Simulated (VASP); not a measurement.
# C (Fd-3m) in VASP: notebook

C is run at these levels: PBEsol; tasks: single point.

Program: VASP 6.6.1. These are calculated values, not measurements. Logs are shortened: lines on timing, memory, paths and dates and some standing lists are left out, and cuts for length are marked.

## 1. The cell of the first run

The structure is cubic, space group Fd-3m (No. 227). Conventional cell: a = 3.517 Å, b = 3.517 Å, c = 3.517 Å, α = 90.00°, β = 90.00°, γ = 90.00°. C (site symmetry -43m) has 4 C at 1.52 Å within 2.0 Å.

## 2. Single point, PBEsol

INCAR reads:

```
SYSTEM = C
PREC     = Accurate       ! precision mode
ENCUT    = 1300           ! plane-wave cutoff, eV
EDIFF    = 1E-6           ! SCF threshold, eV
ISMEAR   = 0              ! smearing method
SIGMA    = 0.01           ! smearing width, eV
LREAL    = .False.        ! projectors in reciprocal space
LASPH    = .True.         ! aspherical terms in the spheres
NELM     = 120            ! most SCF steps
ALGO     = Normal         ! electronic algorithm
ISIF     = 2              ! what is computed and relaxed
LWAVE    = .False.        ! write WAVECAR
LCHARG   = .False.        ! write CHGCAR
GGA      = PS             ! functional
NBANDS   = 11             ! bands
GGA_COMPAT= .False.
```

KPOINTS reads:

```
regular mesh
0
Gamma
  12 12 12
  0 0 0
```

POSCAR reads:

```
C
1.0
    1.7583660182      1.7583660182      0.0000000000
   -1.7583660182      1.7583660182      0.0000000000
    0.0000000000      1.7583660182      1.7583660182
C
2
Direct
    0.5000000000      0.5000000000      0.0000000000
    0.7500000000      0.2500000000      0.5000000000
```

Potentials or basis: VASP PAW PBE potentials, release 64 (C_h).

The run is started by

```console
cat potpaw_PBE.64/C_h/POTCAR > POTCAR
mpirun -np 1 vasp_std > vasp.out
```

OUTCAR:

```text
SYSTEM = C
   PREC = Accurate
   ENCUT = 1300
   EDIFF = 1E-6
   ISMEAR = 0
   LREAL = .False.
   LASPH = .True.
   NELM = 120
   ISIF = 2
   GGA = PS

 ion  position               nearest neighbor table
   1  0.500  0.500  0.000-   2 1.52   2 1.52   2 1.52   2 1.52
   2  0.750  0.250  0.500-   1 1.52   1 1.52   1 1.52   1 1.52

  LATTYP: Found a face centered cubic cell.
 ALAT       =     3.5167320364

  Lattice vectors:

 A1 = (   0.0000000000,   1.7583660182,   1.7583660182)
 A2 = (   1.7583660182,   0.0000000000,   1.7583660182)
 A3 = (   1.7583660182,   1.7583660182,   0.0000000000)

Analysis of symmetry for initial positions (statically):
=====================================================================
 Subroutine PRICEL returns:
 Original cell was already a primitive cell.

 Routine SETGRP: Setting up the symmetry group for a
 face centered cubic supercell.

 Subroutine GETGRP returns: Found 48 space group operations
 (whereof 24 operations were pure point group operations)
 out of a pool of 48 trial point group operations.

The static configuration has the point symmetry T_d .
 The point group associated with its full space group is O_h .

Analysis of symmetry for dynamics (positions and initial velocities):
=====================================================================
 Subroutine PRICEL returns:
 Original cell was already a primitive cell.

 Routine SETGRP: Setting up the symmetry group for a
 face centered cubic supercell.

 Subroutine GETGRP returns: Found 48 space group operations
 (whereof 24 operations were pure point group operations)
 out of a pool of 48 trial point group operations.

The dynamic configuration has the point symmetry T_d .
 The point group associated with its full space group is O_h .

 Subroutine INISYM returns: Found 48 space group operations
 (whereof 24 operations are pure point group operations),
 and found     1 'primitive' translations

----------------------------------------------------------------------------------------

                                     Primitive cell

  volume of cell :      10.8732

  direct lattice vectors                    reciprocal lattice vectors
     1.758366018  1.758366018  0.000000000     0.284354904  0.284354904 -0.284354904
    -1.758366018  1.758366018  0.000000000    -0.284354904  0.284354904 -0.284354904
     0.000000000  1.758366018  1.758366018     0.000000000  0.000000000  0.568709808

  length of vectors
     2.486705071  2.486705071  2.486705071     0.492517141  0.492517141  0.568709808

  position of ions in fractional coordinates (direct lattice)
     0.500000000  0.500000000  0.000000000
     0.750000000  0.250000000  0.500000000

  ion indices of the primitive-cell ions
   primitive index   ion index
                 1           1
                 2           2

----------------------------------------------------------------------------------------

 KPOINTS: regular mesh

Automatic generation of k-mesh.
 Grid dimensions read from file:
 generate k-points for:   12   12   12

 Generating k-lattice:

  Cartesian coordinates                     Fractional coordinates (reciprocal lattice)
     0.023696242  0.023696242 -0.023696242     0.083333333  0.000000000  0.000000000
    -0.023696242  0.023696242 -0.023696242     0.000000000  0.083333333  0.000000000
     0.000000000  0.000000000  0.047392484     0.000000000  0.000000000  0.083333333

  Length of vectors
     0.041043095  0.041043095  0.047392484

  Shift w.r.t. Gamma in fractional coordinates (k-lattice)
     0.000000000  0.000000000  0.000000000

 Subroutine IBZKPT returns following result:
 ===========================================

 Found     72 irreducible k-points:

 Following reciprocal coordinates:
            Coordinates               Weight
  0.000000  0.000000  0.000000      1.000000
  0.083333  0.000000  0.000000      8.000000
  0.166667  0.000000  0.000000      8.000000
  0.250000  0.000000  0.000000      8.000000
  0.333333  0.000000  0.000000      8.000000
  0.416667  0.000000  0.000000      8.000000
[... 16 lines left out ...]
  0.500000  0.166667  0.000000     24.000000
 -0.416667  0.166667  0.000000     24.000000
 [... further k-points ...]
   k-points           NKPTS =     72   k-points in BZ     NKDIM =     72   number of bands    NBANDS=     11
   number of dos      NEDOS =    301   number of ions     NIONS =      2
   total plane-waves  NPLWV =  27000
   dimension x,y,z NGX =    30 NGY =   30 NGZ =   30
   dimension x,y,z NGXF=    60 NGYF=   60 NGZF=   60
   ions per type =               2
   NGX,Y,Z   is equivalent  to a cutoff of  20.06, 20.06, 20.06 a.u.
   NGXF,Y,Z  is equivalent  to a cutoff of  40.11, 40.11, 40.11 a.u.
 SYSTEM =  C
   PREC   = accura    normal or accurate (medium, high low for compatibility)
   ISTART =      0    job   : 0-new  1-cont  2-samecut
   ICHARG =      2    charge: 1-file 2-atom 10-const
   ISPIN  =      1    spin polarized calculation?
   LNONCOLLINEAR =      F non collinear calculations
   LSORBIT =      F    spin-orbit coupling
   LASPH  =      T    aspherical Exc in radial PAW
   ENCUT  = 1300.0 eV  95.55 Ry    9.77 a.u.   7.31  7.31  7.31*2*pi/ulx,y,z
   NELM   =    120;   NELMIN=  2; NELMDL= -5     # of ELM steps
   EDIFF  = 0.1E-05   stopping-criterion for ELM
   LREAL  =      F    real-space projection
[... 7 lines left out ...]
   TEBEG  =    0.0;   TEEND  =   0.0 temperature during run
   PSTRESS=    0.0 pullay stress
   NELECT =       8.0000    total number of electrons
   NUPDOWN=      -1.0000    fix difference up-down
   EMIN   =  10.00;   EMAX   =-10.00  energy-range for DOS
   EFERMI =   0.00;   METHOD = LEGACY
   ISMEAR =     0;   SIGMA  =   0.01  broadening in eV -4-tet -1-fermi 0-gaus
   EFERMI_NEDOS =   21; number of points for ismear=-14 and -15
   IALGO  =     38    algorithm
   IMIX   =      4    mixing-type and parameters
     AMIX     =   0.40;   BMIX     =  1.00
     AMIX_MAG =   1.60;   BMIX_MAG =  1.00
  volume/ion in A,a.u.               =       5.44        36.69
  Fermi-wavevector in a.u.,A,eV,Ry     =   1.477924  2.792872 29.718668  2.184260
  Thomas-Fermi vector in A             =   2.592269
   LORBIT       =      0    0 simple, 1 ext, 2 COOP (PROOUT), +10 PAW based schemes
   GGA     = PS    functional components
   LHFCALC =     F    Hartree Fock is set to
   AEXX    =    0.0000 exact exchange contribution
   IVDW    =     0    specifies the selected vdW correction
   LEPSILON=     F    determine dielectric tensor
   LRPA    =     F    only Hartree local field effects (RPA)
 non-spin polarized calculation
 Gauss-broadening in eV      SIGMA  =   0.01
  energy-cutoff  :     1300.00
  volume of cell :       10.87
 maximum number of plane-waves:      1185
 NGX is ok and might be reduce to    30
   NGX = 15   NGY = 15   NGZ = 15

 number of electron       8.0000000 magnetization

 Free energy of the ion-electron system (eV)
  ---------------------------------------------------
  ext. energy  EPLUGINS =         0.00000000
  ---------------------------------------------------
  free energy    TOTEN  =       -19.26056468 eV

  energy without entropy =      -19.26056468  energy(sigma->0) =      -19.26056468

 E-fermi :  11.7193     XC(G=0): -13.7886

 val. band max:       11.5926615500   @ k =   0.0000   0.0000   0.0000
 cond. band min:      15.7317859877   @ k =  -0.3333   0.3333   0.0000
 fundamental gap:      4.1391244377
 Fermi energy:        11.7193028749

 k-point     1 :       0.0000    0.0000    0.0000
  band No.  band energies     occupation
      1     -10.5040      2.00000
      2      11.5927      2.00000
      3      11.5927      2.00000
      4      11.5927      2.00000
      5      17.2541      0.00000
      6      17.2541      0.00000
      7      17.2541      0.00000
      8      25.9448      0.00000
      9      31.1116      0.00000
     10      38.5013      0.00000
     11      38.5013      0.00000

 k-point     2 :       0.0833    0.0000    0.0000
  band No.  band energies     occupation
      1     -10.3056      2.00000
      2      10.3157      2.00000
      3      11.2516      2.00000
      4      11.2516      2.00000
      5      17.6999      0.00000
      6      17.6999      0.00000
      7      18.0242      0.00000
      8      26.0651      0.00000
      9      31.4415      0.00000
     10      36.2124      0.00000
     11      36.2124      0.00000

 k-point     3 :       0.1667    0.0000    0.0000
  band No.  band energies     occupation
      1      -9.7127      2.00000
      2       7.6966      2.00000
      3      10.5168      2.00000
      4      10.5168      2.00000
      5      18.6596      0.00000
      6      18.6596      0.00000
      7      19.2248      0.00000
      8      26.4025      0.00000
      9      32.1308      0.00000
     10      34.5586      0.00000
     11      34.5586      0.00000

 k-point     4 :       0.2500    0.0000    0.0000
  band No.  band energies     occupation
      1      -8.7325      2.00000
      2       4.7676      2.00000
      3       9.7642      2.00000
      4       9.7642      2.00000
      5      19.5361      0.00000
      6      19.5361      0.00000
      7      20.1049      0.00000
      8      26.8561      0.00000
      9      32.5921      0.00000
     10      34.1479      0.00000
     11      34.1479      0.00000

 k-point     5 :       0.3333    0.0000    0.0000
  band No.  band energies     occupation
      1      -7.3837      2.00000
      2       1.8935      2.00000
      3       9.1694      2.00000
      4       9.1694      2.00000
      5      20.0100      0.00000
      6      20.0100      0.00000
      7      20.6414      0.00000
      8      27.2391      0.00000
      9      32.8967      0.00000
     10      35.0540      0.00000
     11      35.0540      0.00000
[... 211 lines left out ...]
 k-point    21 :       0.3333    0.1667    0.0000
  band No.  band energies     occupation
      1      -5.6438      2.00000
      2       0.6896      2.00000
      3       5.6996      2.00000
      4       8.4976      2.00000
      5      19.7705      0.00000
      6      21.3655      0.00000
      7      23.0913      0.00000
      8      26.9962      0.00000
      9      31.8874      0.00000
     10      33.5814      0.00000
     11      36.8867      0.00000

 k-point    22 :       0.4167    0.1667    0.0000
  band No.  band energies     occupation
      1      -4.0331      2.00000
      2      -1.4340      2.00000
      3       5.9159      2.00000
      4       7.8391      2.00000
      5      19.1907      0.00000
      6      22.0413      0.00000
      7      23.3302      0.00000
      8      27.4385      0.00000
      9      31.3116      0.00000
     10      36.0772      0.00000
     11      36.8089      0.00000

 k-point    23 :       0.5000    0.1667    0.0000
  band No.  band energies     occupation
      1      -4.5105      2.00000
      2      -0.8667      2.00000
      3       6.4293      2.00000
      4       7.4399      2.00000
      5      18.7366      0.00000
      6      22.5532      0.00000
      7      23.3536      0.00000
      8      26.1833      0.00000
      9      32.0325      0.00000
     10      36.0804      0.00000
     11      38.6065      0.00000

 k-point    24 :      -0.4167    0.1667    0.0000
  band No.  band energies     occupation
      1      -6.1848      2.00000
      2       1.4884      2.00000
      3       7.1820      2.00000
      4       7.3443      2.00000
      5      18.3275      0.00000
      6      22.8568      0.00000
      7      23.1838      0.00000
      8      24.5097      0.00000
      9      32.9820      0.00000
     10      34.7004      0.00000
     11      39.4255      0.00000

 [... further k-points ...]
[... 5 lines left out ...]
  --------------------------------------------------------------------------------------
  -------------------------------------------------------------------------------------
  Total        1.0293503      1.0293503      1.0293503      0.0000000      0.0000000      0.0000000
  in kB      151.6756730    151.6756730    151.6756730      0.0000000      0.0000000      0.0000000
  external PRESSURE =     151.6756730 kB  Pullay stress =       0.0000000 kB

 VOLUME and BASIS-vectors are now :
 -----------------------------------------------------------------------------
  energy-cutoff  :     1300.00
  volume of cell :       10.87
      direct lattice vectors                 reciprocal lattice vectors
     1.758366018  1.758366018  0.000000000     0.284354904  0.284354904 -0.284354904
    -1.758366018  1.758366018  0.000000000    -0.284354904  0.284354904 -0.284354904
     0.000000000  1.758366018  1.758366018     0.000000000  0.000000000  0.568709808

 POSITION                                       TOTAL-FORCE (eV/Angst)
 -----------------------------------------------------------------------------------
      0.00000      1.75837      0.00000        -0.000000     -0.000000     -0.000000
      0.87918      2.63755      0.87918         0.000000      0.000000      0.000000
 -----------------------------------------------------------------------------------
    total drift:                               -0.000000      0.000000      0.000000

  FREE ENERGIE OF THE ION-ELECTRON SYSTEM (eV)
  ---------------------------------------------------
  free  energy   TOTEN  =       -19.2605646771 eV

  energy  without entropy=      -19.2605646771  energy(sigma->0) =      -19.26056468
```

Wall time 13 s (1 thread of AMD EPYC 9R45 (Zen 5), shared host); peak memory 0.14 GiB.

Results:

```yaml
Free_energy: -19.2606 eV
Pressure: 15.2 GPa
Band_gap_on_the_k_mesh: 4.14 eV (least direct gap 5.66 eV)
```

Caveat: the cell stands under pressure; the PAW data sets were made with another functional, which shifts forces and pressure a little.

## 3. Single point, PBEsol

This run uses another cell than the first one, of 5.59 Å³/atom.

INCAR reads:

```
  ALGO = Normal
  EDIFF = 1E-6
  ENCUT = 1300
  GGA = PS
  GGA_COMPAT = F
  ISIF = 2
  ISMEAR = 0
  LASPH = T
  LCHARG = T
  LELF = T
  LREAL = F
  LVHAR = T
  LWAVE = F
  NBANDS = 11
  NELM = 120
  PREC = Accurate
  SIGMA = 0.01
```

KPOINTS reads:

```
k-points
0
Gamma
  12 12 12
```

POSCAR reads:

```
C
1.0
    1.7742848629      1.7742848629      0.0000000000
   -1.7742848629      1.7742848629      0.0000000000
    0.0000000000      1.7742848629      1.7742848629
C
2
Direct
    0.5000000000      0.5000000000      0.0000000000
    0.7500000000      0.2500000000      0.5000000000
```

Potentials or basis: VASP PAW PBE potentials, release 64 (C_h).

The run is started by

```console
cat potpaw_PBE.64/C_h/POTCAR > POTCAR
mpirun -np 1 vasp_std > vasp.out
```

It took 29 s on 1 thread of Intel Xeon Platinum 8259CL at 2.50GHz (Skylake/Cascade Lake), shared host; peak memory 0.17 GiB.

The run converged. Its results:

```yaml
Free_energy: -19.2769 eV
Pressure: 2.1 GPa
Band_gap_on_the_k_mesh: 4.08 eV (least direct gap 5.59 eV)
```

Levels at points of the mesh, in eV from the valence-band top:
```
           k point  band 2  band 3  band 4  band 5  band 6  band 7
(0.00, 0.00, 0.00)    0.00    0.00    0.00    5.59    5.59    5.59
(0.50, 0.00, 0.00)  -13.63   -2.85   -2.85    8.45    8.45    9.05
(0.50, 0.50, 0.00)  -12.88   -6.43   -6.43    4.64    4.64   17.02
```

Caveat: the PAW data sets were made with another functional, which shifts forces and pressure a little.
